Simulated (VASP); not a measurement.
# AlN (scan) in VASP: a series of runs

AlN (scan) is run at these levels: r2SCAN; tasks: single point.

All numbers are computed with VASP 6.6.1; they aren't measurements. Logs are shortened: lines on timing, memory, paths and dates and some standing lists are left out, and cuts for length are marked.

## 1. The cell of the first run

It takes space group P6_3mc (No. 186, hexagonal). Conventional cell: a = 3.107 Å, b = 3.107 Å, c = 4.978 Å, α = 90.00°, β = 90.00°, γ = 120.00°. Al (site symmetry 3m) has 3 N at 1.79 Å within 2.4 Å. N (site symmetry 3m) has 3 Al at 1.79 Å within 2.4 Å.

## 2. Single point, r2SCAN

Contents of POSCAR:

```
AlN
1.0
    3.1065679352      0.0000000000      0.0000000000
   -1.5532839676      2.6903667505      0.0000000000
    0.0000000000      0.0000000000      4.9780667183
Al N
2 2
Direct
    0.3333333333      0.6666666667     -0.0530826143
    0.6666666667      0.3333333333      0.4469173857
    0.3333333333      0.6666666667      0.4350826143
    0.6666666667      0.3333333333      0.9350826143
```

Contents of INCAR.step1:

```
  PREC = Accurate
  ENCUT = 520
  ISMEAR = 0
  SIGMA = 0.01
  LREAL = False
  LASPH = True
  NELM = 60
  NBANDS = 16
  GGA = PE
  ALGO = Normal
  EDIFF = 1E-4
  LWAVE = True
  LCHARG = False
```

Contents of INCAR.step2:

```
  PREC = Accurate
  ENCUT = 520
  EDIFF = 1E-6
  ISMEAR = 0
  SIGMA = 0.01
  LREAL = False
  LASPH = True
  NELM = 60
  ALGO = Normal
  ISIF = 2
  LWAVE = False
  LCHARG = True
  METAGGA = R2SCAN
  LMIXTAU = True
  LELF = True
  LVHAR = True
  NBANDS = 16
  ISTART = 1
```

Contents of KPOINTS:

```
regular mesh
0
Gamma
  9 9 6
```

Potentials or basis: VASP PAW PBE potentials, release 64 (Al, N).

On the command line:

```sh
$ cat potpaw_PBE.64/Al/POTCAR potpaw_PBE.64/N/POTCAR > POTCAR
$ cp INCAR.step1 INCAR
$ mpirun -np 1 vasp_std > vasp.out
$ cp INCAR.step2 INCAR
$ mpirun -np 1 vasp_std > vasp.out
```

OUTCAR:

```text
PREC = Accurate
   ENCUT = 520
   EDIFF = 1E-6
   ISMEAR = 0
   LREAL = False
   LASPH = True
   NELM = 60
   ISIF = 2
   METAGGA = R2SCAN
   ISTART = 1

 ion  position               nearest neighbor table
   1  0.333  0.667  0.947-   4 1.79   4 1.79   4 1.79   3 2.43   3 2.55   2 3.07   2 3.07   2 3.07
                             2 3.07   2 3.07   2 3.07
   2  0.667  0.333  0.447-   3 1.79   3 1.79   3 1.79   4 2.43   4 2.55   1 3.07   1 3.07   1 3.07
                             1 3.07   1 3.07   1 3.07
   3  0.333  0.667  0.435-   2 1.79   2 1.79   2 1.79   1 2.43   1 2.55
   4  0.667  0.333  0.935-   1 1.79   1 1.79   1 1.79   2 2.43   2 2.55

  LATTYP: Found a hexagonal cell.
 ALAT       =     3.1065679352
 C/A-ratio  =     1.6024329170

  Lattice vectors:

 A1 = (   3.1065679352,   0.0000000000,   0.0000000000)
 A2 = (  -1.5532839676,   2.6903667505,   0.0000000000)
 A3 = (   0.0000000000,   0.0000000000,   4.9780667183)

Analysis of symmetry for initial positions (statically):
=====================================================================
 Subroutine PRICEL returns:
 Original cell was already a primitive cell.

 Routine SETGRP: Setting up the symmetry group for a
 hexagonal supercell.

 Subroutine GETGRP returns: Found 12 space group operations
 (whereof  6 operations were pure point group operations)
 out of a pool of 24 trial point group operations.

The static configuration has the point symmetry C_3v.
 The point group associated with its full space group is C_6v.

Analysis of symmetry for dynamics (positions and initial velocities):
=====================================================================
 Subroutine PRICEL returns:
 Original cell was already a primitive cell.

 Routine SETGRP: Setting up the symmetry group for a
 hexagonal supercell.

 Subroutine GETGRP returns: Found 12 space group operations
 (whereof  6 operations were pure point group operations)
 out of a pool of 24 trial point group operations.

The dynamic configuration has the point symmetry C_3v.
 The point group associated with its full space group is C_6v.

 Subroutine INISYM returns: Found 12 space group operations
 (whereof  6 operations are pure point group operations),
 and found     1 'primitive' translations

----------------------------------------------------------------------------------------

                                     Primitive cell

  volume of cell :      41.6057

  direct lattice vectors                    reciprocal lattice vectors
     3.106567935  0.000000000  0.000000000     0.321898642  0.185848268  0.000000000
    -1.553283968  2.690366750  0.000000000     0.000000000  0.371696535  0.000000000
     0.000000000  0.000000000  4.978066718     0.000000000  0.000000000  0.200881197

  length of vectors
     3.106567935  3.106567935  4.978066718     0.371696535  0.371696535  0.200881197

  position of ions in fractional coordinates (direct lattice)
     0.333333333  0.666666667  0.946917386
     0.666666667  0.333333333  0.446917386
     0.333333333  0.666666667  0.435082614
     0.666666667  0.333333333  0.935082614

  ion indices of the primitive-cell ions
   primitive index   ion index
                 1           1
                 2           2
                 3           3
                 4           4

----------------------------------------------------------------------------------------

 KPOINTS: regular mesh

Automatic generation of k-mesh.
 Grid dimensions read from file:
 generate k-points for:    9    9    6

 Generating k-lattice:

  Cartesian coordinates                     Fractional coordinates (reciprocal lattice)
     0.035766516  0.020649808  0.000000000     0.111111111 -0.000000000  0.000000000
     0.000000000  0.041299615  0.000000000     0.000000000  0.111111111  0.000000000
     0.000000000  0.000000000  0.033480199     0.000000000  0.000000000  0.166666667

  Length of vectors
     0.041299615  0.041299615  0.033480199

  Shift w.r.t. Gamma in fractional coordinates (k-lattice)
     0.000000000  0.000000000  0.000000000

 Subroutine IBZKPT returns following result:
 ===========================================

 Found     48 irreducible k-points:

 Following reciprocal coordinates:
            Coordinates               Weight
  0.000000  0.000000  0.000000      1.000000
  0.111111  0.000000  0.000000      6.000000
  0.222222  0.000000  0.000000      6.000000
  0.333333 -0.000000  0.000000      6.000000
  0.444444  0.000000  0.000000      6.000000
  0.111111  0.111111  0.000000      6.000000
[... 16 lines left out ...]
  0.333333  0.222222  0.166667     24.000000
  0.333333  0.333333  0.166667      4.000000
 [... further k-points ...]
   k-points           NKPTS =     48   k-points in BZ     NKDIM =     48   number of bands    NBANDS=     16
   number of dos      NEDOS =    301   number of ions     NIONS =      4
   total plane-waves  NPLWV =  23040
   dimension x,y,z NGX =    24 NGY =   24 NGZ =   40
   dimension x,y,z NGXF=    48 NGYF=   48 NGZF=   80
   ions per type =               2   2
   NGX,Y,Z   is equivalent  to a cutoff of  12.84, 12.84, 13.36 a.u.
   NGXF,Y,Z  is equivalent  to a cutoff of  25.69, 25.69, 26.72 a.u.
 SYSTEM =  unknown system
   PREC   = accura    normal or accurate (medium, high low for compatibility)
   ISTART =      1    job   : 0-new  1-cont  2-samecut
   ICHARG =      0    charge: 1-file 2-atom 10-const
   ISPIN  =      1    spin polarized calculation?
   LNONCOLLINEAR =      F non collinear calculations
   LSORBIT =      F    spin-orbit coupling
   LASPH  =      T    aspherical Exc in radial PAW
   ENCUT  =  520.0 eV  38.22 Ry    6.18 a.u.   5.78  5.78  9.26*2*pi/ulx,y,z
   NELM   =     60;   NELMIN=  2; NELMDL=  0     # of ELM steps
   EDIFF  = 0.1E-05   stopping-criterion for ELM
   LREAL  =      F    real-space projection
   EDIFFG = 0.1E-04   stopping-criterion for IOM
   NSW    =      0    number of steps for IOM
   IBRION =     -1    ionic relax: 0-MD 1-quasi-New 2-CG
   NFREE  =      0    steps in history (QN), initial steepest desc. (CG)
   ISIF   =      2    stress and relaxation
   ISYM   =      2    0-nonsym 1-usesym 2-fastsym
   POTIM  = 0.5000    time-step for ionic-motion
   TEBEG  =    0.0;   TEEND  =   0.0 temperature during run
   PSTRESS=    0.0 pullay stress
   NELECT =      16.0000    total number of electrons
   NUPDOWN=      -1.0000    fix difference up-down
   EMIN   =  10.00;   EMAX   =-10.00  energy-range for DOS
   EFERMI =   0.00;   METHOD = LEGACY
   ISMEAR =     0;   SIGMA  =   0.01  broadening in eV -4-tet -1-fermi 0-gaus
   EFERMI_NEDOS =   21; number of points for ismear=-14 and -15
   IALGO  =     38    algorithm
   IMIX   =      4    mixing-type and parameters
     AMIX     =   0.40;   BMIX     =  1.00
     AMIX_MAG =   1.60;   BMIX_MAG =  1.00
  volume/ion in A,a.u.               =      10.40        70.19
  Fermi-wavevector in a.u.,A,eV,Ry     =   1.190503  2.249724 19.283500  1.417297
  Thomas-Fermi vector in A             =   2.326586
   LORBIT       =      0    0 simple, 1 ext, 2 COOP (PROOUT), +10 PAW based schemes
   METAGGA = R2SCAN    functional components
   LHFCALC =     F    Hartree Fock is set to
   AEXX    =    0.0000 exact exchange contribution
   IVDW    =     0    specifies the selected vdW correction
   LEPSILON=     F    determine dielectric tensor
   LRPA    =     F    only Hartree local field effects (RPA)
 non-spin polarized calculation
 Gauss-broadening in eV      SIGMA  =   0.01
  energy-cutoff  :      520.00
  volume of cell :       41.61
 maximum number of plane-waves:      1140
 NGX is ok and might be reduce to    24
   NGX = 11   NGY = 11   NGZ = 19

 number of electron      15.9999998 magnetization

 Free energy of the ion-electron system (eV)
  ---------------------------------------------------
  ext. energy  EPLUGINS =         0.00000000
  ---------------------------------------------------
  free energy    TOTEN  =       -37.35445525 eV

  energy without entropy =      -37.35445525  energy(sigma->0) =      -37.35445525

 E-fermi :   7.2685     XC(G=0): -11.4272

 val. band max:        7.1849743332   @ k =   0.0000   0.0000   0.0000
 cond. band min:      10.5431561898   @ k =   0.0000   0.0000   0.0000
 fundamental gap:      3.3581818566
 Fermi energy:         7.2685225020

 k-point     1 :       0.0000    0.0000    0.0000
  band No.  band energies     occupation
      1     -10.1233      2.00000
      2      -8.0534      2.00000
      3       0.2301      2.00000
      4       4.4691      2.00000
      5       4.4691      2.00000
      6       5.1310      2.00000
[... 8 lines left out ...]
     15      19.5672      0.00000
     16      19.5672      0.00000

 k-point     2 :       0.1111    0.0000    0.0000
  band No.  band energies     occupation
      1      -9.9646      2.00000
      2      -7.9609      2.00000
      3       0.4232      2.00000
      4       3.8519      2.00000
      5       4.3021      2.00000
      6       4.5400      2.00000
[... 8 lines left out ...]
     15      19.4316      0.00000
     16      20.0106      0.00000

 k-point     3 :       0.2222    0.0000    0.0000
  band No.  band energies     occupation
      1      -9.5163      2.00000
      2      -7.7297      2.00000
      3       0.9873      2.00000
      4       2.4745      2.00000
      5       3.3633      2.00000
      6       3.9497      2.00000
[... 8 lines left out ...]
     15      19.5217      0.00000
     16      19.6113      0.00000

 k-point     4 :       0.3333   -0.0000    0.0000
  band No.  band energies     occupation
      1      -8.8770      2.00000
      2      -7.5037      2.00000
      3       1.1165      2.00000
      4       1.8596      2.00000
      5       2.2243      2.00000
      6       3.6153      2.00000
[... 8 lines left out ...]
     15      18.5764      0.00000
     16      21.2655      0.00000
[... 324 lines left out ...]
 k-point    22 :       0.2222    0.2222    0.1667
  band No.  band energies     occupation
      1      -8.4749      2.00000
      2      -7.5087      2.00000
      3       1.2411      2.00000
      4       1.2605      2.00000
      5       3.0012      2.00000
      6       3.0259      2.00000
[... 8 lines left out ...]
     15      18.0090      0.00000
     16      21.9246      0.00000

 k-point    23 :       0.3333    0.2222    0.1667
  band No.  band energies     occupation
      1      -7.9685      2.00000
      2      -7.4914      2.00000
      3       0.6641      2.00000
      4       1.4048      2.00000
      5       2.2227      2.00000
      6       3.3373      2.00000
[... 8 lines left out ...]
     15      18.6267      0.00000
     16      21.9504      0.00000

 k-point    24 :       0.3333    0.3333    0.1667
  band No.  band energies     occupation
      1      -7.6374      2.00000
      2      -7.6374      2.00000
      3       0.8867      2.00000
      4       1.6210      2.00000
      5       1.6210      2.00000
      6       2.7603      2.00000
[... 8 lines left out ...]
     15      18.6710      0.00000
     16      22.4787      0.00000

 [... further k-points ...]
[... 5 lines left out ...]
  --------------------------------------------------------------------------------------
  -------------------------------------------------------------------------------------
  Total        4.8080828      4.8080828     -3.0849580      0.0000000      0.0000000     -0.0000000
  in kB      185.1524500    185.1524500   -118.7973566      0.0000000      0.0000000     -0.0000000
  external PRESSURE =      83.8358478 kB  Pullay stress =       0.0000000 kB

 VOLUME and BASIS-vectors are now :
 -----------------------------------------------------------------------------
  energy-cutoff  :      520.00
  volume of cell :       41.61
      direct lattice vectors                 reciprocal lattice vectors
     3.106567935  0.000000000  0.000000000     0.321898642  0.185848268  0.000000000
    -1.553283968  2.690366750  0.000000000     0.000000000  0.371696535  0.000000000
     0.000000000  0.000000000  4.978066718     0.000000000  0.000000000  0.200881197

 POSITION                                       TOTAL-FORCE (eV/Angst)
 -----------------------------------------------------------------------------------
     -0.00000      1.79358      4.71382         0.000000     -0.000000      0.377856
      1.55328      0.89679      2.22478        -0.000000      0.000000      0.377856
     -0.00000      1.79358      2.16587        -0.000000     -0.000000     -0.377856
      1.55328      0.89679      4.65490        -0.000000     -0.000000     -0.377856
 -----------------------------------------------------------------------------------
    total drift:                                0.000000      0.000000     -0.001187

  FREE ENERGIE OF THE ION-ELECTRON SYSTEM (eV)
  ---------------------------------------------------
  free  energy   TOTEN  =       -37.3544552545 eV

  energy  without entropy=      -37.3544552545  energy(sigma->0) =      -37.35445525
```

Run time: 43 s. Hardware: 1 thread of Intel Xeon 6975P-C (Granite Rapids), shared host; peak memory 0.17 GiB.

What came out:

- Free energy: -37.3545 eV
- Pressure: 8.4 GPa
- Largest force: 0.378 eV/Å
- Band gap on the k mesh: 3.36 eV, direct

Forces on the atoms (eV/Å):
```
Al   0.000  0.000  0.378
Al   0.000  0.000  0.378
N    0.000  0.000 -0.378
N    0.000  0.000 -0.378
```

Caveat: the PAW data sets were made with another functional, which shifts forces and pressure a little. r2SCAN opens gaps a little over a GGA but as a rule still falls short of measured ones.

## 3. Single point, r2SCAN

Contents of POSCAR:

```
AlN
1.0
    3.1065679352      0.0000000000      0.0000000000
   -1.5532839676      2.6903667505      0.0000000000
    0.0000000000      0.0000000000      4.9780667183
Al N
2 2
Direct
    0.3333333333      0.6666666667     -0.0590000000
    0.6666666667      0.3333333333      0.4410000000
    0.3333333333      0.6666666667      0.4410000000
    0.6666666667      0.3333333333      0.9410000000
```

Contents of INCAR.step1:

```
SYSTEM = AlN
  PREC = Accurate
  ENCUT = 520
  ISMEAR = 0
  SIGMA = 0.01
  LREAL = .False.
  LASPH = .True.
  NELM = 80
  NBANDS = 16
  GGA = PE
  ALGO = Normal
  EDIFF = 1E-4
  LWAVE = .True.
  LCHARG = .False.
```

Contents of INCAR.step2:

```
SYSTEM = AlN
  PREC = Accurate
  ENCUT = 520
  EDIFF = 1E-6
  ISMEAR = 0
  SIGMA = 0.01
  LREAL = .False.
  LASPH = .True.
  NELM = 80
  ALGO = Normal
  ISIF = 2
  LWAVE = .False.
  LCHARG = .False.
  METAGGA = R2SCAN
  LMIXTAU = .True.
  NBANDS = 16
  ISTART = 1
```

Contents of KPOINTS:

```
Automatic mesh
0
Gamma
  9 9 6
  0 0 0
```

Potentials or basis: VASP PAW PBE potentials, release 64 (Al, N).

On the command line:

```sh
$ cat potpaw_PBE.64/Al/POTCAR potpaw_PBE.64/N/POTCAR > POTCAR
$ cp INCAR.step1 INCAR
$ mpirun -np 1 vasp_std > vasp.out
$ cp INCAR.step2 INCAR
$ mpirun -np 1 vasp_std > vasp.out
```

Wall time 42 s (1 thread of Intel Xeon 6975P-C (Granite Rapids), shared host); peak memory 0.17 GiB.

Results (log left out):

```
Free energy            : -37.3321 eV
Pressure               : 8.6 GPa
Band gap on the k mesh : 3.33 eV, direct
```

Stress tensor (GPa, compression positive):
```
 18.79   0.00   0.00
  0.00  18.79   0.00
  0.00   0.00 -11.86
```

Levels at points of the mesh, in eV from the valence-band top:
```
           k point  band 6  band 7  band 8  band 9  band 10  band 11
(0.00, 0.00, 0.00)   -2.08   -2.08    0.00    3.33     6.51    10.68
(0.00, 0.00, 0.50)   -2.42   -2.42   -2.42    6.35     6.35     9.97
```

Caveat: the PAW data sets were made with another functional, which shifts forces and pressure a little. r2SCAN opens gaps a little over a GGA but as a rule still falls short of measured ones.
